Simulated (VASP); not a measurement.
# MnCrC4N4 (P-43m) in VASP: a series of runs, part 2 of 2

VASP 6.6.1. Earlier steps stand in the parts before.

### 3 Single point, PBE, collinear spin, ferromagnetic start

This run uses another cell than the first one, of 22.34 Å³/atom.

Contents of INCAR:

```
PREC = Accurate
ENCUT = 520
EDIFF = 1E-6
ISMEAR = 0
SIGMA = 0.1
LREAL = F
LASPH = T
NELM = 150
ALGO = Normal
ISIF = 2
LWAVE = F
LCHARG = F
ISPIN = 2
MAGMOM = -4 -3 0 0 0 0 0 0 0 0
LORBIT = 11
LMAXMIX = 4
GGA = PE
NBANDS = 46
```

Contents of KPOINTS:

```
regular mesh
0
Gamma
  4 4 4
```

Contents of POSCAR:

```
MnCrC4N4
1.0
    6.0677949505      0.0000000000      0.0000000000
    0.0000000000      6.0677949505      0.0000000000
    0.0000000000      0.0000000000      6.0677949505
Mn Cr C N
1 1 4 4
Direct
    0.5000000000      0.5000000000      0.5000000000
    0.0000000000      0.0000000000      0.0000000000
    0.1957886409      0.1957886409      0.1957886409
    0.1957886409      0.8042113591      0.8042113591
    0.8042113591      0.1957886409      0.8042113591
    0.8042113591      0.8042113591      0.1957886409
    0.3072764189      0.3072764189      0.3072764189
    0.3072764189      0.6927235811      0.6927235811
    0.6927235811      0.3072764189      0.6927235811
    0.6927235811      0.6927235811      0.3072764189
```

Potentials or basis: VASP PAW PBE potentials, release 64 (Mn_pv, Cr_pv, C, N).

Command:

```
> cat potpaw_PBE.64/Mn_pv/POTCAR potpaw_PBE.64/Cr_pv/POTCAR potpaw_PBE.64/C/POTCAR potpaw_PBE.64/N/POTCAR > POTCAR
> mpirun -np 1 vasp_std > vasp.out
```

OUTCAR:

```text
PREC = Accurate
   ENCUT = 520
   EDIFF = 1E-6
   ISMEAR = 0
   LREAL = F
   LASPH = T
   NELM = 150
   ISIF = 2
   ISPIN = 2
   LORBIT = 11
   GGA = PE

 ion  position               nearest neighbor table
   1  0.500  0.500  0.500-   7 2.03   8 2.03   9 2.03  10 2.03
   2  0.000  0.000  0.000-   3 2.06   4 2.06   5 2.06   6 2.06
   3  0.196  0.196  0.196-   7 1.17   2 2.06
   4  0.196  0.804  0.804-   8 1.17   2 2.06
   5  0.804  0.196  0.804-   9 1.17   2 2.06
   6  0.804  0.804  0.196-  10 1.17   2 2.06
   7  0.307  0.307  0.307-   3 1.17   1 2.03
   8  0.307  0.693  0.693-   4 1.17   1 2.03
   9  0.693  0.307  0.693-   5 1.17   1 2.03
  10  0.693  0.693  0.307-   6 1.17   1 2.03

  LATTYP: Found a simple cubic cell.
 ALAT       =     6.0677949505

  Lattice vectors:

 A1 = (   6.0677949505,   0.0000000000,   0.0000000000)
 A2 = (   0.0000000000,   6.0677949505,   0.0000000000)
 A3 = (   0.0000000000,   0.0000000000,   6.0677949505)

Analysis of symmetry for initial positions (statically):
=====================================================================
 Subroutine PRICEL returns:
 Original cell was already a primitive cell.

 Routine SETGRP: Setting up the symmetry group for a
 simple cubic supercell.

 Subroutine GETGRP returns: Found 24 space group operations
 (whereof 24 operations were pure point group operations)
 out of a pool of 48 trial point group operations.

The static configuration has the point symmetry T_d .

Analysis of symmetry for dynamics (positions and initial velocities):
=====================================================================
 Subroutine PRICEL returns:
 Original cell was already a primitive cell.

[... 634 lines left out ...]
  band No.  band energies     occupation
      1     -50.8744      1.00000
      2     -50.8744      1.00000
      3     -50.8744      1.00000
      4     -43.2745      1.00000
      5     -43.2744      1.00000
      6     -43.2744      1.00000
[... 439 lines left out ...]
     41       4.1139      0.00000
     42       4.1139      0.00000
 [bands above 42 left out]

------------------------ aborting loop because EDIFF is reached ----------------------------------------

  FORCE on cell =-STRESS in cart. coord.  units (eV):
  Direction    XX          YY          ZZ          XY          YZ          ZX
  --------------------------------------------------------------------------------------
  -------------------------------------------------------------------------------------
  Total       -2.7819272     -2.7819272     -2.7819272     -0.0000000      0.0000000     -0.0000000
  in kB      -19.9509533    -19.9509533    -19.9509533     -0.0000000      0.0000000     -0.0000000
  external PRESSURE =     -19.9509533 kB  Pullay stress =       0.0000000 kB

 VOLUME and BASIS-vectors are now :
 -----------------------------------------------------------------------------
  energy-cutoff  :      520.00
  volume of cell :      223.40
      direct lattice vectors                 reciprocal lattice vectors
     6.067794950  0.000000000  0.000000000     0.164804514  0.000000000  0.000000000
     0.000000000  6.067794950  0.000000000     0.000000000  0.164804514  0.000000000
     0.000000000  0.000000000  6.067794950     0.000000000  0.000000000  0.164804514

 POSITION                                       TOTAL-FORCE (eV/Angst)
 -----------------------------------------------------------------------------------
      3.03390      3.03390      3.03390         0.000000     -0.000000     -0.000000
      0.00000      0.00000      0.00000         0.000000     -0.000000     -0.000000
      1.18801      1.18801      1.18801        -1.109473     -1.109473     -1.109473
      1.18801      4.87979      4.87979        -1.109473      1.109473      1.109473
      4.87979      1.18801      4.87979         1.109473     -1.109473      1.109473
      4.87979      4.87979      1.18801         1.109473      1.109473     -1.109473
      1.86449      1.86449      1.86449         0.500744      0.500744      0.500744
      1.86449      4.20330      4.20330         0.500744     -0.500744     -0.500744
      4.20330      1.86449      4.20330        -0.500744      0.500744     -0.500744
      4.20330      4.20330      1.86449        -0.500744     -0.500744      0.500744
 -----------------------------------------------------------------------------------
    total drift:                               -0.000000     -0.000000     -0.000000

  FREE ENERGIE OF THE ION-ELECTRON SYSTEM (eV)
  ---------------------------------------------------
  free  energy   TOTEN  =       -84.2340916587 eV

  energy  without entropy=      -84.1453394904  energy(sigma->0) =      -84.18971557

 total charge

# of ion       s       p       d       tot
------------------------------------------
    1        0.248   6.269   4.890  11.407
    2        0.321   6.269   4.091  10.681
    3        0.956   1.620   0.000   2.577
    4        0.956   1.620   0.000   2.577
    5        0.956   1.620   0.000   2.577
    6        0.956   1.620   0.000   2.577
    7        1.302   2.589   0.000   3.892
    8        1.302   2.589   0.000   3.892
    9        1.302   2.589   0.000   3.892
   10        1.302   2.589   0.000   3.892
--------------------------------------------------
tot          9.604  29.376   8.981  47.961

 magnetization (x)

# of ion       s       p       d       tot
------------------------------------------
    1       -0.022  -0.068  -4.085  -4.175
    2        0.008   0.018   0.868   0.895
    3       -0.008  -0.054   0.000  -0.062
    4       -0.008  -0.054   0.000  -0.062
    5       -0.008  -0.054   0.000  -0.062
    6       -0.008  -0.054   0.000  -0.062
    7       -0.002   0.032   0.000   0.031
    8       -0.002   0.032   0.000   0.031
    9       -0.002   0.032   0.000   0.031
   10       -0.002   0.032   0.000   0.031
--------------------------------------------------
tot         -0.054  -0.136  -3.217  -3.407
```

stdout:

```text
POSCAR found type information on POSCAR MnCrC N
 POSCAR found :  4 types and      10 ions
 scaLAPACK will be used
 LDA part: xc-table for (Slater+PW92), standard interpolation
 POSCAR, INCAR and KPOINTS ok, starting setup
 FFT: planning ... GRIDC
 FFT: planning ... GRID_SOFT
 FFT: planning ... GRID
 WAVECAR not read
 entering main loop
```

Run time: 8.6 min. Hardware: 1 thread of Intel Xeon Platinum 8488C (Sapphire Rapids), shared host; peak memory 0.5 GiB.

What came out:

```yaml
Free_energy: -84.2341 eV
Pressure: -2.0 GPa
Largest_force: 1.922 eV/Å
Net_moment: -3.72 μB per cell
Site_moments: Mn -4.17; Cr +0.90; C -0.06; N +0.03 μB
Valence_electrons_inside_the_program's_atomic_spheres: Mn 11.41; Cr 10.68; C 2.58; N 3.89
```

Forces in eV/Å, atoms in the order of the input:
```
Mn   0.000  0.000  0.000
Cr   0.000  0.000  0.000
C   -1.109 -1.109 -1.109
C   -1.109  1.109  1.109
C    1.109 -1.109  1.109
C    1.109  1.109 -1.109
N    0.501  0.501  0.501
N    0.501 -0.501 -0.501
N   -0.501  0.501 -0.501
N   -0.501 -0.501  0.501
```

Caveat: the run started ferromagnetic, and an antiferromagnetic order may lie lower in energy; forces of over 1 eV/Å act on the atoms, so gaps and moduli don't describe the material at rest. With open d or f shells a metallic result of PBE can be an artefact of self-interaction; +U or a hybrid may open a gap.
